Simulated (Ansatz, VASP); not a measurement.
**Two plane-wave programs on AlN**

```
Al N
1.0
     3.26655    0.00000    0.00000
    -1.63328    2.82892    0.00000
     0.00000    0.00000    5.10245
Al N
2 2
Direct
  0.33333 0.66667 0.00000
  0.66667 0.33333 0.50000
  0.33333 0.66667 0.38500
  0.66667 0.33333 0.88500
```

Change from the starting cell: strain +0.050 along x and y, +0.025 along z, atoms carried along.

Alike in both runs: task single point; functional PBE; k mesh 9 × 9 × 6; occupations gaussian, width 0.05 eV; no spin polarisation.

```csv
,VASP,Ansatz
version,VASP 6.6.1,Ansatz 0.2.0
potentials or method,"VASP PAW PBE potentials, release 64 (Al, N), cutoff 520 eV","scalar-relativistic, plane waves, PAW"
valence electrons in the cell,16,16
```

VASP gave:

```
gap on the k mesh at the Fermi level (eV)                     : 3.08
least direct gap on the mesh (eV)                             : 3.08
pressure (GPa)                                                : -16.5
traceless stress, the component that is largest in VASP (GPa) : 4.82
rms of the force components (eV/Å)                            : 0.021
```

Question: Estimate Ansatz's values.

Answer: gap on the k mesh at the Fermi level (eV): 3.07; least direct gap on the mesh (eV): 3.07; pressure (GPa): -16.3; traceless stress, the component that is largest in VASP (GPa): 4.77; rms of the force components (eV/Å): 0.021.

Atom by atom the forces differ by 0.001 eV/Å (rms over components).
